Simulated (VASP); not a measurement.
# Sc (P6_3/mmc) in VASP: a series of runs

The runs below take Sc through single point, relaxation of cell and atoms, with PBEsol.

Everything below comes from runs of VASP 6.6.1. Logs are shortened: lines on timing, memory, paths and dates and some standing lists are left out, and cuts for length are marked.

**1. The cell of the first run**

The structure is hexagonal, space group P6_3/mmc (No. 194). Conventional cell: a = 3.275 Å, b = 3.275 Å, c = 5.106 Å, α = 90.00°, β = 90.00°, γ = 120.00°. Within 4.2 Å of Sc (site symmetry -6m2) lie 12 Sc at 3.18 to 3.28 Å.

**2. Single point, PBEsol**

INCAR reads:

```
PREC = Accurate ; ENCUT = 520
EDIFF = 1E-7 ; ISMEAR = -1
SIGMA = 0.1 ; LREAL = F
LASPH = T ; NELM = 100
ALGO = Normal ; ISIF = 2
LWAVE = F ; LCHARG = T
GGA = PS ; LELF = T
LVHAR = T ; NBANDS = 18
```

KPOINTS reads:

```
Automatic mesh
0
Gamma
  14 14 8
```

POSCAR reads:

```
Sc
1.0
    3.2753041365      0.0000000000      0.0000000000
   -1.6376520683      2.8364965873      0.0000000000
    0.0000000000      0.0000000000      5.1058925626
Sc
2
Direct
    0.3333333333      0.6666666667      0.2500000000
    0.6666666667      0.3333333333      0.7500000000
```

Potentials or basis: VASP PAW PBE potentials, release 64 (Sc_sv).

Launch:

```sh
$ cat potpaw_PBE.64/Sc_sv/POTCAR > POTCAR
$ mpirun -np 1 vasp_std > vasp.out
```

OUTCAR:

```text
PREC = Accurate
   ENCUT = 520
   EDIFF = 1E-7
   ISMEAR = -1
   LREAL = F
   LASPH = T
   NELM = 100
   ISIF = 2
   GGA = PS

 ion  position               nearest neighbor table
   1  0.333  0.667  0.250-   2 3.18   2 3.18   2 3.18   2 3.18   2 3.18   2 3.18
   2  0.667  0.333  0.750-   1 3.18   1 3.18   1 3.18   1 3.18   1 3.18   1 3.18

  LATTYP: Found a hexagonal cell.
 ALAT       =     3.2753041365
 C/A-ratio  =     1.5589063946

  Lattice vectors:

 A1 = (   3.2753041365,   0.0000000000,   0.0000000000)
 A2 = (  -1.6376520683,   2.8364965873,   0.0000000000)
 A3 = (   0.0000000000,   0.0000000000,   5.1058925626)

Analysis of symmetry for initial positions (statically):
=====================================================================
 Subroutine PRICEL returns:
 Original cell was already a primitive cell.

 Routine SETGRP: Setting up the symmetry group for a
 hexagonal supercell.

 Subroutine GETGRP returns: Found 24 space group operations
 (whereof 12 operations were pure point group operations)
 out of a pool of 24 trial point group operations.

The static configuration has the point symmetry D_3d.
 The point group associated with its full space group is D_6h.

Analysis of symmetry for dynamics (positions and initial velocities):
=====================================================================
 Subroutine PRICEL returns:
 Original cell was already a primitive cell.

 Routine SETGRP: Setting up the symmetry group for a
 hexagonal supercell.

 Subroutine GETGRP returns: Found 24 space group operations
 (whereof 12 operations were pure point group operations)
 out of a pool of 24 trial point group operations.

The dynamic configuration has the point symmetry D_3d.
 The point group associated with its full space group is D_6h.

 Subroutine INISYM returns: Found 24 space group operations
 (whereof 12 operations are pure point group operations),
 and found     1 'primitive' translations

----------------------------------------------------------------------------------------

                                     Primitive cell

  volume of cell :      47.4357

  direct lattice vectors                    reciprocal lattice vectors
     3.275304136  0.000000000  0.000000000     0.305315158  0.176273789  0.000000000
    -1.637652068  2.836496587  0.000000000     0.000000000  0.352547577  0.000000000
     0.000000000  0.000000000  5.105892563     0.000000000  0.000000000  0.195852143

  length of vectors
     3.275304136  3.275304136  5.105892563     0.352547577  0.352547577  0.195852143

  position of ions in fractional coordinates (direct lattice)
     0.333333333  0.666666667  0.250000000
     0.666666667  0.333333333  0.750000000

  ion indices of the primitive-cell ions
   primitive index   ion index
                 1           1
                 2           2

----------------------------------------------------------------------------------------

 KPOINTS: Automatic mesh

Automatic generation of k-mesh.
 Grid dimensions read from file:
 generate k-points for:   14   14    8

 Generating k-lattice:

  Cartesian coordinates                     Fractional coordinates (reciprocal lattice)
     0.021808226  0.012590985  0.000000000     0.071428571  0.000000000  0.000000000
     0.000000000  0.025181970  0.000000000     0.000000000  0.071428571  0.000000000
     0.000000000  0.000000000  0.024481518     0.000000000  0.000000000  0.125000000

  Length of vectors
     0.025181970  0.025181970  0.024481518

  Shift w.r.t. Gamma in fractional coordinates (k-lattice)
     0.000000000  0.000000000  0.000000000

 Subroutine IBZKPT returns following result:
 ===========================================

 Found    120 irreducible k-points:

 Following reciprocal coordinates:
            Coordinates               Weight
  0.000000  0.000000  0.000000      1.000000
  0.071429  0.000000  0.000000      6.000000
  0.142857 -0.000000  0.000000      6.000000
  0.214286  0.000000  0.000000      6.000000
  0.285714 -0.000000  0.000000      6.000000
  0.357143 -0.000000  0.000000      6.000000
[... 16 lines left out ...]
  0.285714  0.285714  0.000000      6.000000
  0.357143  0.285714  0.000000      6.000000
 [... further k-points ...]
   k-points           NKPTS =    120   k-points in BZ     NKDIM =    120   number of bands    NBANDS=     18
   number of dos      NEDOS =    301   number of ions     NIONS =      2
   total plane-waves  NPLWV =  23040
   dimension x,y,z NGX =    24 NGY =   24 NGZ =   40
   dimension x,y,z NGXF=    48 NGYF=   48 NGZF=   80
   ions per type =               2
   NGX,Y,Z   is equivalent  to a cutoff of  12.18, 12.18, 13.02 a.u.
   NGXF,Y,Z  is equivalent  to a cutoff of  24.36, 24.36, 26.05 a.u.
 SYSTEM =  unknown system
   PREC   = accura    normal or accurate (medium, high low for compatibility)
   ISTART =      0    job   : 0-new  1-cont  2-samecut
   ICHARG =      2    charge: 1-file 2-atom 10-const
   ISPIN  =      1    spin polarized calculation?
   LNONCOLLINEAR =      F non collinear calculations
   LSORBIT =      F    spin-orbit coupling
   LASPH  =      T    aspherical Exc in radial PAW
   ENCUT  =  520.0 eV  38.22 Ry    6.18 a.u.   6.09  6.09  9.49*2*pi/ulx,y,z
   NELM   =    100;   NELMIN=  2; NELMDL= -5     # of ELM steps
   EDIFF  = 0.1E-06   stopping-criterion for ELM
   LREAL  =      F    real-space projection
   EDIFFG = 0.1E-05   stopping-criterion for IOM
   NSW    =      0    number of steps for IOM
   IBRION =     -1    ionic relax: 0-MD 1-quasi-New 2-CG
   NFREE  =      0    steps in history (QN), initial steepest desc. (CG)
   ISIF   =      2    stress and relaxation
   ISYM   =      2    0-nonsym 1-usesym 2-fastsym
   POTIM  = 0.5000    time-step for ionic-motion
   TEBEG  =    0.0;   TEEND  =   0.0 temperature during run
   PSTRESS=    0.0 pullay stress
   NELECT =      22.0000    total number of electrons
   NUPDOWN=      -1.0000    fix difference up-down
   EMIN   =  10.00;   EMAX   =-10.00  energy-range for DOS
   EFERMI =   0.00;   METHOD = LEGACY
   ISMEAR =    -1;   SIGMA  =   0.10  broadening in eV -4-tet -1-fermi 0-gaus
   EFERMI_NEDOS =   21; number of points for ismear=-14 and -15
   IALGO  =     38    algorithm
   IMIX   =      4    mixing-type and parameters
     AMIX     =   0.40;   BMIX     =  1.00
     AMIX_MAG =   1.60;   BMIX_MAG =  1.00
  volume/ion in A,a.u.               =      23.72       160.06
  Fermi-wavevector in a.u.,A,eV,Ry     =   1.267206  2.394672 21.848384  1.605811
  Thomas-Fermi vector in A             =   2.400366
   LORBIT       =      0    0 simple, 1 ext, 2 COOP (PROOUT), +10 PAW based schemes
   GGA     = PS    functional components
   LHFCALC =     F    Hartree Fock is set to
   AEXX    =    0.0000 exact exchange contribution
   IVDW    =     0    specifies the selected vdW correction
   LEPSILON=     F    determine dielectric tensor
   LRPA    =     F    only Hartree local field effects (RPA)
 non-spin polarized calculation
  energy-cutoff  :      520.00
  volume of cell :       47.44
 maximum number of plane-waves:      1300
   NGX = 13   NGY = 13   NGZ = 19

 number of electron      22.0000006 magnetization

 Free energy of the ion-electron system (eV)
  ---------------------------------------------------
  ext. energy  EPLUGINS =         0.00000000
  ---------------------------------------------------
  free energy    TOTEN  =       -13.27392260 eV

  energy without entropy =      -13.15335879  energy(sigma->0) =      -13.21364069

 E-fermi :   3.7986     XC(G=0): -10.1477

 val. band max:        3.7983310420   @ k =   0.3571   0.2857   0.5000
 cond. band min:       3.8020605014   @ k =   0.2143   0.0000   0.2500
 fundamental gap:      0.0037294594
 Fermi energy:         3.7985508804

 k-point     1 :       0.0000    0.0000    0.0000
  band No.  band energies     occupation
      1     -45.3018      2.00000
      2     -45.2165      2.00000
      3     -24.2626      2.00000
      4     -23.8614      2.00000
      5     -23.8614      2.00000
      6     -23.7853      2.00000
[... 10 lines left out ...]
     17       6.1973      0.00000
     18       6.1973      0.00000

 k-point     2 :       0.0714    0.0000    0.0000
  band No.  band energies     occupation
      1     -45.2990      2.00000
      2     -45.2155      2.00000
      3     -24.2549      2.00000
      4     -23.8762      2.00000
      5     -23.8666      2.00000
      6     -23.8010      2.00000
[... 10 lines left out ...]
     17       6.1016      0.00000
     18       6.1240      0.00000

 k-point     3 :       0.1429   -0.0000    0.0000
  band No.  band energies     occupation
      1     -45.2908      2.00000
      2     -45.2129      2.00000
      3     -24.2325      2.00000
      4     -23.9179      2.00000
      5     -23.8807      2.00000
      6     -23.8441      2.00000
[... 10 lines left out ...]
     17       6.1181      0.00000
     18       6.2093      0.00000

 k-point     4 :       0.2143    0.0000    0.0000
  band No.  band energies     occupation
      1     -45.2785      2.00000
      2     -45.2095      2.00000
      3     -24.1978      2.00000
      4     -23.9787      2.00000
      5     -23.9047      2.00000
      6     -23.9004      2.00000
[... 10 lines left out ...]
     17       6.4226      0.00000
     18       6.5483      0.00000

 k-point     5 :       0.2857   -0.0000    0.0000
  band No.  band energies     occupation
      1     -45.2641      2.00000
      2     -45.2066      2.00000
      3     -24.1546      2.00000
      4     -24.0470      2.00000
      5     -23.9699      2.00000
      6     -23.9215      2.00000
[... 10 lines left out ...]
     17       6.8057      0.00000
     18       6.9618      0.00000

 k-point     6 :       0.3571   -0.0000    0.0000
  band No.  band energies     occupation
      1     -45.2499      2.00000
      2     -45.2051      2.00000
      3     -24.1089      2.00000
      4     -24.1084      2.00000
      5     -24.0269      2.00000
      6     -23.9400      2.00000
[... 10 lines left out ...]
     17       7.2921      0.00000
     18       7.3890      0.00000

 k-point     7 :       0.4286    0.0000    0.0000
  band No.  band energies     occupation
      1     -45.2386      2.00000
      2     -45.2055      2.00000
      3     -24.1519      2.00000
      4     -24.0683      2.00000
      5     -24.0655      2.00000
      6     -23.9525      2.00000
[... 10 lines left out ...]
     17       7.7690      0.00000
     18       7.9357      0.00000

 k-point     8 :       0.5000   -0.0000    0.0000
  band No.  band energies     occupation
      1     -45.2340      2.00000
      2     -45.2062      2.00000
      3     -24.1673      2.00000
      4     -24.0791      2.00000
      5     -24.0505      2.00000
      6     -23.9570      2.00000
[... 10 lines left out ...]
     17       7.9411      0.00000
     18       8.0343      0.00000
[... 229 lines left out ...]
     17       7.7649      0.00000
     18       7.9305      0.00000

 k-point    20 :       0.2143    0.2143    0.0000
  band No.  band energies     occupation
      1     -45.2459      2.00000
      2     -45.2050      2.00000
      3     -24.0951      2.00000
      4     -24.0723      2.00000
      5     -24.0542      2.00000
      6     -23.9419      2.00000
[... 10 lines left out ...]
     17       7.4018      0.00000
     18       7.8288      0.00000

 k-point    21 :       0.2857    0.2143    0.0000
  band No.  band energies     occupation
      1     -45.2342      2.00000
      2     -45.2060      2.00000
      3     -24.1093      2.00000
      4     -24.0601      2.00000
      5     -24.0520      2.00000
      6     -23.9757      2.00000
[... 10 lines left out ...]
     17       7.7135      0.00000
     18       7.8670      0.00000

 k-point    22 :       0.3571    0.2143    0.0000
  band No.  band energies     occupation
      1     -45.2260      2.00000
      2     -45.2083      2.00000
      3     -24.1301      2.00000
      4     -24.0508      2.00000
      5     -24.0177      2.00000
      6     -24.0073      2.00000
[... 10 lines left out ...]
     17       7.7712      0.00000
     18       7.8620      0.00000

 k-point    23 :       0.2857    0.2857    0.0000
  band No.  band energies     occupation
      1     -45.2245      2.00000
      2     -45.2089      2.00000
      3     -24.1149      2.00000
      4     -24.0560      2.00000
      5     -24.0115      2.00000
      6     -24.0047      2.00000
[... 10 lines left out ...]
     17       7.7728      0.00000
     18       7.8342      0.00000

 k-point    24 :       0.3571    0.2857    0.0000
  band No.  band energies     occupation
      1     -45.2190      2.00000
      2     -45.2120      2.00000
      3     -24.1170      2.00000
      4     -24.0342      2.00000
      5     -24.0335      2.00000
      6     -23.9846      2.00000
[... 10 lines left out ...]
     17       7.6590      0.00000
     18       7.8221      0.00000

 [... further k-points ...]

------------------------ aborting loop because EDIFF is reached ----------------------------------------

  FORCE on cell =-STRESS in cart. coord.  units (eV):
  Direction    XX          YY          ZZ          XY          YZ          ZX
  --------------------------------------------------------------------------------------
  -------------------------------------------------------------------------------------
  Total        0.0037296      0.0037296     -0.0003070     -0.0000000      0.0000000      0.0000000
  in kB        0.1259712      0.1259712     -0.0103679     -0.0000000      0.0000000      0.0000000
  external PRESSURE =       0.0805248 kB  Pullay stress =       0.0000000 kB

 VOLUME and BASIS-vectors are now :
 -----------------------------------------------------------------------------
  energy-cutoff  :      520.00
  volume of cell :       47.44
      direct lattice vectors                 reciprocal lattice vectors
     3.275304136  0.000000000  0.000000000     0.305315158  0.176273789  0.000000000
    -1.637652068  2.836496587  0.000000000     0.000000000  0.352547577  0.000000000
     0.000000000  0.000000000  5.105892563     0.000000000  0.000000000  0.195852143

 POSITION                                       TOTAL-FORCE (eV/Angst)
 -----------------------------------------------------------------------------------
     -0.00000      1.89100      1.27647        -0.000000      0.000000      0.000000
      1.63765      0.94550      3.82942         0.000000     -0.000000      0.000000
 -----------------------------------------------------------------------------------
    total drift:                                0.000000     -0.000000      0.000000

  FREE ENERGIE OF THE ION-ELECTRON SYSTEM (eV)
  ---------------------------------------------------
  free  energy   TOTEN  =       -13.2739225964 eV

  energy  without entropy=      -13.1533587857  energy(sigma->0) =      -13.21364069
```

It took 57 s on 1 thread of Intel Xeon Platinum 8488C (Sapphire Rapids), shared host; peak memory 0.22 GiB.

What came out:

```
Free energy            : -13.2739 eV
Pressure               : 0.0 GPa
Band gap on the k mesh : zero (bands 11 and 12 overlap by 1.55 eV)
```

Caveat: the PAW data sets were made with another functional, which shifts forces and pressure a little.

**3. Single point, PBEsol**

INCAR reads:

```
SYSTEM = Sc
PREC = Accurate
ENCUT = 520
EDIFF = 1E-6
ISMEAR = -1
SIGMA = 0.1
LREAL = .FALSE.
LASPH = .TRUE.
NELM = 60
ALGO = Normal
ISIF = 2
LWAVE = .FALSE.
LCHARG = .TRUE.
GGA = PS
LELF = .TRUE.
LVHAR = .TRUE.
NBANDS = 18
```

KPOINTS reads:

```
Automatic mesh
0
G
  14 14 8
  0 0 0
```

POSCAR is that of step 2.

Potentials or basis: VASP PAW PBE potentials, release 64 (Sc_sv).

Launch:

```sh
$ cat potpaw_PBE.64/Sc_sv/POTCAR > POTCAR
$ mpirun -np 1 vasp_std > vasp.out
```

It took 56 s on 1 thread of Intel Xeon Platinum 8488C (Sapphire Rapids), shared host; peak memory 0.21 GiB.

Results (log left out):

* Free energy: -13.2739 eV
* Pressure: 0.0 GPa
* Band gap on the k mesh: zero (bands 11 and 12 overlap by 1.55 eV)

Levels at points of the mesh, in eV from the Fermi level:
```
           k point  band 7  band 8  band 9  band 10  band 11  band 12  band 13  band 14  band 15  band 16
(0.00, 0.00, 0.00)  -27.58  -27.56   -5.21    -1.70     0.71     1.64     1.64     1.91     2.11     2.11
(0.50, 0.00, 0.00)  -27.69  -27.63   -1.64    -1.10    -0.73    -0.31     1.34     1.37     1.94     3.92
(0.00, 0.00, 0.50)  -27.62  -27.62   -3.61    -3.61     1.00     1.00     1.55     1.55     1.55     1.55
(0.50, 0.00, 0.50)  -27.68  -27.68   -1.53    -1.53     0.08     0.08     1.35     1.35     2.46     2.46
```

Caveat: the PAW data sets were made with another functional, which shifts forces and pressure a little.

**4. Relaxation of cell and atoms, PBEsol**

This run uses another cell than the first one, of 25.00 Å³/atom.

INCAR reads:

```
PREC = Accurate ; ENCUT = 600
EDIFF = 1E-6 ; ISMEAR = -1
SIGMA = 0.1 ; LREAL = False
LASPH = True ; NELM = 80
ALGO = Normal ; ISIF = 3
LWAVE = False ; LCHARG = False
GGA = PS ; IBRION = 2
NSW = 100 ; EDIFFG = -0.002
```

KPOINTS reads:

```
Automatic mesh
0
Gamma
  14 14 8
```

POSCAR reads:

```
Sc
1.0
    3.3090000000      0.0000000000      0.0000000000
   -1.6545000000      2.8656780611      0.0000000000
    0.0000000000      0.0000000000      5.2733000000
Sc
2
Direct
    0.3333333333      0.6666666667      0.2500000000
    0.6666666667      0.3333333333      0.7500000000
```

Launch:

```sh
$ cat potpaw_PBE.64/Sc_sv/POTCAR > POTCAR
$ mpirun -np 1 vasp_std > vasp.out
```

Run time: 5.1 min. Hardware: 1 thread of Intel Xeon Platinum 8488C (Sapphire Rapids), shared host; peak memory 0.25 GiB.

The run converged. Its results:

```
Free energy                           : -13.2751 eV
Relaxed volume                        : 23.74 Å³/atom
Relaxed cell                          : a = 3.277 Å, b = 3.277 Å, c = 5.107 Å, α = 90.00°, β = 90.00°, γ = 120.00°
Space group after relaxing (to 0.1 Å) : P6_3/mmc (No. 194)
Energy gained by relaxing             : 12.3 meV/atom
Ionic steps                           : 6
Pressure after relaxing               : 0.0 GPa
Band gap on the k mesh                : zero (bands 11 and 12 overlap by 1.55 eV)
```

The path:
```
step  energy change (eV)  largest force (eV/Å)  pressure (GPa)  volume (Å³)
   1              0.0000                0.0000           -2.64        50.00
   2             -0.0229                0.0000            0.53        47.07
   3             -0.0234                0.0000            0.12        47.42
   4             -0.0244                0.0000            0.06        47.45
   5             -0.0246                0.0000            0.01        47.48
   6             -0.0246                0.0000            0.01        47.48
```

Final structure:
```yaml
crystal:
  lattice:
    - [3.27651, 0.00000, 0.00000]
    - [-1.63825, 2.83754, 0.00000]
    - [0.00000, 0.00000, 5.10728]
  atoms:
    - { symbol: Sc, position: [0.33333, 0.66667, 0.25000] }
    - { symbol: Sc, position: [0.66667, 0.33333, 0.75000] }
```

Levels at points of the mesh, in eV from the Fermi level:
```csv
k point,band 7,band 8,band 9,band 10,band 11,band 12,band 13,band 14,band 15
"(0.00, 0.00, 0.00)",-27.59,-27.56,-5.20,-1.70,0.70,1.64,1.64,1.90,2.11
"(0.50, 0.00, 0.00)",-27.69,-27.63,-1.64,-1.10,-0.72,-0.32,1.34,1.37,1.94
"(0.00, 0.00, 0.50)",-27.63,-27.63,-3.61,-3.61,1.00,1.00,1.55,1.55,1.55
"(0.50, 0.00, 0.50)",-27.68,-27.68,-1.53,-1.53,0.08,0.08,1.35,1.35,2.46
```

Caveat: the PAW data sets were made with another functional, which shifts forces and pressure a little.
